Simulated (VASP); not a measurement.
The system is HgTe.

```
Hg Te
1.0
     0.00000    3.06956    3.06956
     3.06956    0.00000    3.06956
     3.06956    3.06956    0.00000
Hg Te
1 1
Direct
  0.00000 0.00000 0.00000
  0.50000 0.50000 0.50000
```

* Program: VASP 6.6.1
* Task: relaxation of cell and atoms
* Functional: r2SCAN
* Potentials or basis: VASP PAW PBE potentials, release 64 (Hg, Te)
* Cutoff: 600 eV
* k mesh: 6 × 6 × 6
* Occupations: fermi-dirac, width 0.02 eV
* Spin: no spin polarisation

At the start: pressure -1.2 GPa; volume 28.92 Å³/atom.

Problem. How do energy, volume and symmetry change on relaxing?

Solution. Over 3 steps the energy falls by 2.5 meV/atom and the volume is 28.27 Å³/atom (-2.3 %); space group Fm-3m (No. 225, to 0.05 Å).

The path:
| step | energy change (eV) | largest force (eV/Å) | pressure (GPa) | volume (Å³) |
| --- | --- | --- | --- | --- |
| 1 | 0.0000 | 0.0000 | -1.17 | 57.84 |
| 2 | -0.0043 | 0.0000 | 0.44 | 56.10 |
| 3 | -0.0049 | 0.0000 | 0.01 | 56.53 |

Final structure:
```cif
data_structure
_symmetry_space_group_name_H-M 'P 1'
_symmetry_Int_Tables_number 1
_cell_length_a 4.3080
_cell_length_b 4.3080
_cell_length_c 4.3080
_cell_angle_alpha 60.000
_cell_angle_beta 60.000
_cell_angle_gamma 60.000
_cell_volume 56.53
loop_
_atom_site_label
_atom_site_type_symbol
_atom_site_fract_x
_atom_site_fract_y
_atom_site_fract_z
_atom_site_occupancy
Hg1 Hg 0.00000 0.00000 0.00000 1
Te1 Te 0.50000 0.50000 0.50000 1
```

Caveat: the PAW data sets were made with another functional, which shifts forces and pressure a little.
